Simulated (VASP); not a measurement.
# As (Fd-3m) in VASP: further runs, part 2 of 2

VASP 6.6.1.

### 3 Single point, revPBE (volume scaled by 0.92)

Contents of INCAR:

```
SYSTEM = As
PREC = Accurate
ENCUT = 520
EDIFF = 1E-7
ISMEAR = -1
SIGMA = 0.1
LREAL = .False.
LASPH = .True.
NELM = 100
ALGO = Normal
ISIF = 2
LWAVE = .False.
LCHARG = .False.
GGA = RE
NBANDS = 12
```

Contents of KPOINTS:

```
Automatic mesh
0
Gamma
  10 10 10
  0 0 0
```

Contents of POSCAR:

```
As
1.0
    0.0000000000      2.9979751938      2.9979751938
    2.9979751938      0.0000000000      2.9979751938
    2.9979751938      2.9979751938      0.0000000000
As
2
Direct
    0.1250000000      0.1250000000      0.1250000000
    0.8750000000      0.8750000000      0.8750000000
```

Potentials or basis: VASP PAW PBE potentials, release 64 (As).

The run is started by

```bash
$ cat potpaw_PBE.64/As/POTCAR > POTCAR
$ mpirun -np 1 vasp_std > vasp.out
```

OUTCAR:

```text
SYSTEM = As
   PREC = Accurate
   ENCUT = 520
   EDIFF = 1E-7
   ISMEAR = -1
   LREAL = .False.
   LASPH = .True.
   NELM = 100
   ISIF = 2
   GGA = RE

 ion  position               nearest neighbor table
   1  0.125  0.125  0.125-   2 2.60   2 2.60   2 2.60   2 2.60
   2  0.875  0.875  0.875-   1 2.60   1 2.60   1 2.60   1 2.60

  LATTYP: Found a face centered cubic cell.
 ALAT       =     5.9959503876

  Lattice vectors:

 A1 = (   0.0000000000,   2.9979751938,   2.9979751938)
 A2 = (   2.9979751938,   0.0000000000,   2.9979751938)
 A3 = (   2.9979751938,   2.9979751938,   0.0000000000)

Analysis of symmetry for initial positions (statically):
=====================================================================
 Subroutine PRICEL returns:
 Original cell was already a primitive cell.

 Routine SETGRP: Setting up the symmetry group for a
 face centered cubic supercell.

 Subroutine GETGRP returns: Found 48 space group operations
 (whereof 12 operations were pure point group operations)
 out of a pool of 48 trial point group operations.

The static configuration has the point symmetry D_3d.
 The point group associated with its full space group is O_h .

Analysis of symmetry for dynamics (positions and initial velocities):
=====================================================================
 Subroutine PRICEL returns:
 Original cell was already a primitive cell.

 Routine SETGRP: Setting up the symmetry group for a
 face centered cubic supercell.

 Subroutine GETGRP returns: Found 48 space group operations
 (whereof 12 operations were pure point group operations)
 out of a pool of 48 trial point group operations.

The dynamic configuration has the point symmetry D_3d.
 The point group associated with its full space group is O_h .

 Subroutine INISYM returns: Found 48 space group operations
 (whereof 12 operations are pure point group operations),
 and found     1 'primitive' translations

[... 119 lines left out ...]
   GGA     = RE    functional components
   LHFCALC =     F    Hartree Fock is set to
   AEXX    =    0.0000 exact exchange contribution
   IVDW    =     0    specifies the selected vdW correction
   LEPSILON=     F    determine dielectric tensor
   LRPA    =     F    only Hartree local field effects (RPA)
 non-spin polarized calculation
  energy-cutoff  :      520.00
  volume of cell :       53.89
 maximum number of plane-waves:      1470
   NGX = 15   NGY = 15   NGZ = 15

 number of electron      10.0000002 magnetization

 Free energy of the ion-electron system (eV)
  ---------------------------------------------------
  ext. energy  EPLUGINS =         0.00000000
  ---------------------------------------------------
  free energy    TOTEN  =        -8.09964603 eV

  energy without entropy =       -8.05815796  energy(sigma->0) =       -8.07890199

 E-fermi :   3.4726     XC(G=0):  -8.7264

 val. band max:        3.4582146185   @ k =   0.4000   0.3000   0.0000
 cond. band min:       3.4935341429   @ k =   0.4000   0.3000   0.1000
 fundamental gap:      0.0353195244
 Fermi energy:         3.4725852102

 k-point     1 :       0.0000    0.0000    0.0000
  band No.  band energies     occupation
      1     -10.5434      2.00000
      2      -2.1655      2.00000
      3       1.2831      2.00000
      4       1.2831      2.00000
      5       1.2831      2.00000
      6       4.1069      0.00351
      7       4.1069      0.00351
      8       4.1069      0.00351
      9       8.5275      0.00000
     10      11.4000      0.00000
     11      11.4000      0.00000
     12      13.3132      0.00000
[... 331 lines left out ...]
 k-point    24 :       0.4000    0.3000    0.0000
  band No.  band energies     occupation
      1      -9.0401      2.00000
      2      -5.9513      2.00000
      3      -0.7178      2.00000
      4      -0.4897      2.00000
      5       2.9542      1.98885
      6       3.4582      1.07173
      7       7.3142      0.00000
      8       7.5127      0.00000
      9       9.7379      0.00000
     10      12.2556      0.00000
     11      13.2789      0.00000
     12      15.0139      0.00000

 [... further k-points ...]

------------------------ aborting loop because EDIFF is reached ----------------------------------------

  FORCE on cell =-STRESS in cart. coord.  units (eV):
  Direction    XX          YY          ZZ          XY          YZ          ZX
  --------------------------------------------------------------------------------------
  -------------------------------------------------------------------------------------
  Total        1.3939951      1.3939951      1.3939951     -0.0000000      0.0000000     -0.0000000
  in kB       41.4436254     41.4436254     41.4436254     -0.0000000      0.0000000     -0.0000000
  external PRESSURE =      41.4436254 kB  Pullay stress =       0.0000000 kB

 VOLUME and BASIS-vectors are now :
 -----------------------------------------------------------------------------
  energy-cutoff  :      520.00
  volume of cell :       53.89
      direct lattice vectors                 reciprocal lattice vectors
     0.000000000  2.997975194  2.997975194    -0.166779232  0.166779232  0.166779232
     2.997975194  0.000000000  2.997975194     0.166779232 -0.166779232  0.166779232
     2.997975194  2.997975194  0.000000000     0.166779232  0.166779232 -0.166779232

 POSITION                                       TOTAL-FORCE (eV/Angst)
 -----------------------------------------------------------------------------------
      0.74949      0.74949      0.74949         0.000000      0.000000      0.000000
      5.24646      5.24646      5.24646        -0.000000     -0.000000     -0.000000
 -----------------------------------------------------------------------------------
    total drift:                                0.000000      0.000000     -0.000000

  FREE ENERGIE OF THE ION-ELECTRON SYSTEM (eV)
  ---------------------------------------------------
  free  energy   TOTEN  =        -8.0996460254 eV

  energy  without entropy=       -8.0581579564  energy(sigma->0) =       -8.07890199
```

stdout:

```text
POSCAR found type information on POSCAR As
 POSCAR found :  1 types and       2 ions
 scaLAPACK will be used
 -----------------------------------------------------------------------------
|                                                                             |
|                                                                             |
|     You enforced a specific xc type in the INCAR file but a different       |
|     I HOPE YOU KNOW WHAT YOU ARE DOING!                                     |
|                                                                             |
 -----------------------------------------------------------------------------

 LDA part: xc-table for (Slater+PW92), standard interpolation
 POSCAR, INCAR and KPOINTS ok, starting setup
 FFT: planning ... GRIDC
 FFT: planning ... GRID_SOFT
 FFT: planning ... GRID
 WAVECAR not read
 entering main loop
```

Run time: 36 s. Hardware: 1 thread of Intel Xeon Platinum 8259CL at 2.50GHz (Skylake/Cascade Lake), shared host; peak memory 0.18 GiB.

Results:

- Free energy: -8.0996 eV
- Pressure: 4.1 GPa
- Band gap on the k mesh: zero (band 5 reaches 4.38 eV, above the bottom of band 6 at 2.83 eV)

Caveat: the cell differs from its parent crystal (volume scaled by 0.92); the PAW data sets were made with another functional, which shifts forces and pressure a little.

### 4 Single point, revPBE (volume scaled by 0.96)

Contents of INCAR:

```
SYSTEM = As
PREC     = Accurate       ! precision mode
ENCUT    = 520            ! plane-wave cutoff, eV
EDIFF    = 1E-6           ! SCF threshold, eV
ISMEAR   = -1             ! smearing method
SIGMA    = 0.1            ! smearing width, eV
LREAL    = .FALSE.        ! projectors in reciprocal space
LASPH    = .TRUE.         ! aspherical terms in the spheres
NELM     = 100            ! most SCF steps
ALGO     = Normal         ! electronic algorithm
ISIF     = 2              ! what is computed and relaxed
LWAVE    = .FALSE.        ! write WAVECAR
LCHARG   = .TRUE.         ! write CHGCAR
GGA      = RE             ! functional
LELF     = .TRUE.         ! ELF
LVHAR    = .TRUE.       
NBANDS   = 12             ! bands
```

Contents of KPOINTS:

```
regular mesh
0
G
  10 10 10
  0 0 0
```

Contents of POSCAR:

```
As
1.0
    0.0000000000      3.0408091980      3.0408091980
    3.0408091980      0.0000000000      3.0408091980
    3.0408091980      3.0408091980      0.0000000000
As
2
Direct
    0.1250000000      0.1250000000      0.1250000000
    0.8750000000      0.8750000000      0.8750000000
```

The run is started by

```bash
$ cat potpaw_PBE.64/As/POTCAR > POTCAR
$ mpirun -np 1 vasp_std > vasp.out
```

Run time: 24 s. Hardware: 1 thread of Intel Xeon Platinum 8259CL at 2.50GHz (Skylake/Cascade Lake), shared host; peak memory 0.18 GiB.

Results (log left out):

```yaml
Free_energy: -8.1428 eV
Pressure: 1.8 GPa
Band_gap_on_the_k_mesh: zero (band 5 reaches 3.95 eV, above the bottom of band 6 at 2.53 eV)
```

Levels at points of the mesh, in eV from the Fermi level:
```csv
k point,band 1,band 2,band 3,band 4,band 5,band 6,band 7,band 8,band 9,band 10
"(0.00, 0.00, 0.00)",-13.72,-5.88,-2.10,-2.10,-2.10,0.66,0.66,0.66,5.03,7.91
"(0.50, 0.00, 0.00)",-12.35,-9.45,-3.04,-3.04,-2.63,1.90,1.90,4.90,7.21,7.86
"(0.50, 0.50, 0.00)",-10.97,-10.97,-4.10,-4.10,-0.58,-0.58,5.10,5.10,7.63,7.63
```

Caveat: the cell differs from its parent crystal (volume scaled by 0.96); the PAW data sets were made with another functional, which shifts forces and pressure a little.

### 5 Single point, revPBE

This run uses another cell than the first one, of 29.29 Å³/atom, 1.136 times its volume.

Contents of INCAR:

```
PREC     = Accurate       # precision mode
ENCUT    = 520            # plane-wave cutoff, eV
EDIFF    = 1E-6           # SCF threshold, eV
ISMEAR   = -1             # smearing method
SIGMA    = 0.1            # smearing width, eV
LREAL    = F              # projectors in reciprocal space
LASPH    = T              # aspherical terms in the spheres
NELM     = 100            # most SCF steps
ALGO     = Normal         # electronic algorithm
ISIF     = 2              # what is computed and relaxed
LWAVE    = F              # write WAVECAR
LCHARG   = T              # write CHGCAR
GGA      = RE             # functional
LELF     = T              # ELF
LVHAR    = T            
NBANDS   = 12             # bands
```

Contents of KPOINTS:

```
Automatic mesh
0
Gamma
  10 10 10
```

Contents of POSCAR:

```
As
1.0
    0.0000000000      3.0824692953      3.0824692953
    3.0824692953      0.0000000000      3.0824692953
    3.0824692953      3.0824692953      0.0000000000
As
2
Direct
    0.1250000000      0.1250000000      0.1250000000
    0.8750000000      0.8750000000      0.8750000000
```

The run is started by

```bash
$ cat potpaw_PBE.64/As/POTCAR > POTCAR
$ mpirun -np 1 vasp_std > vasp.out
```

Wall time 27 s (1 thread of Intel Xeon Platinum 8259CL at 2.50GHz (Skylake/Cascade Lake), shared host); peak memory 0.18 GiB.

The run converged. Its results:

```yaml
Free_energy: -8.1550 eV
Pressure: -0.1 GPa
Band_gap_on_the_k_mesh: zero (band 5 reaches 3.56 eV, above the bottom of band 6 at 2.25 eV)
```

Levels at points of the mesh, in eV from the Fermi level:
```tsv
k point	band 3	band 4	band 5	band 6	band 7	band 8
(0.00, 0.00, 0.00)	-2.02	-2.02	-2.02	0.68	0.68	0.68
(0.50, 0.00, 0.00)	-2.92	-2.92	-2.60	1.89	1.89	4.65
(0.50, 0.50, 0.00)	-3.93	-3.93	-0.53	-0.53	4.87	4.87
```

Caveat: the PAW data sets were made with another functional, which shifts forces and pressure a little.

### 6 Single point, revPBE (volume scaled by 1.04)

Contents of INCAR:

```
  ALGO = Normal
  EDIFF = 1E-6
  ENCUT = 520
  GGA = RE
  ISIF = 2
  ISMEAR = -1
  LASPH = True
  LCHARG = True
  LELF = True
  LREAL = False
  LVHAR = True
  LWAVE = False
  NBANDS = 12
  NELM = 80
  PREC = Accurate
  SIGMA = 0.1
```

Contents of KPOINTS:

```
k-points
0
Gamma
  10 10 10
```

Contents of POSCAR:

```
As
1.0
    0.0000000000      3.1230327536      3.1230327536
    3.1230327536      0.0000000000      3.1230327536
    3.1230327536      3.1230327536      0.0000000000
As
2
Direct
    0.1250000000      0.1250000000      0.1250000000
    0.8750000000      0.8750000000      0.8750000000
```

Potentials or basis: VASP PAW PBE potentials, release 64 (As).

The run is started by

```bash
$ cat potpaw_PBE.64/As/POTCAR > POTCAR
$ mpirun -np 1 vasp_std > vasp.out
```

Wall time 35 s (1 thread of Intel Xeon Platinum 8259CL at 2.50GHz (Skylake/Cascade Lake), shared host); peak memory 0.2 GiB.

It converged, with:

- Free energy: -8.1418 eV
- Pressure: -1.7 GPa
- Band gap on the k mesh: zero (band 5 reaches 3.18 eV, above the bottom of band 6 at 1.99 eV)

Levels at points of the mesh, in eV from the Fermi level:
```tsv
k point	band 2	band 3	band 4	band 5	band 6	band 7	band 8	band 9
(0.00, 0.00, 0.00)	-6.31	-1.95	-1.95	-1.95	0.70	0.70	0.70	4.99
(0.50, 0.00, 0.00)	-9.28	-2.80	-2.80	-2.56	1.88	1.88	4.40	7.14
(0.50, 0.50, 0.00)	-10.70	-3.76	-3.76	-0.49	-0.49	4.65	4.65	7.30
```

Caveat: the cell differs from its parent crystal (volume scaled by 1.04); the PAW data sets were made with another functional, which shifts forces and pressure a little.

### 7 Overview

| cell | gap on the mesh (eV) | pressure (GPa) |
| --- | --- | --- |
| a = 4.177 Å, angles 60.0°, 2 atoms | none | 7.0 |
| a = 4.240 Å, angles 60.0°, 2 atoms | none | 4.1 |
| a = 4.300 Å, angles 60.0°, 2 atoms | none | 1.8 |
| a = 4.359 Å, angles 60.0°, 2 atoms | none | -0.1 |
| a = 4.417 Å, angles 60.0°, 2 atoms | none | -1.7 |

Alike in all rows: task single point; level revPBE; potentials or basis VASP PAW PBE potentials, release 64 (As); no spin polarisation; k mesh 10 × 10 × 10; cutoff (eV) 520; smearing fermi-dirac 0.1 eV.

Caveats: the PAW data sets were made with another functional, which shifts forces and pressure a little.

Total energies depend on the potentials used, so only differences within one code and one set of settings carry meaning.
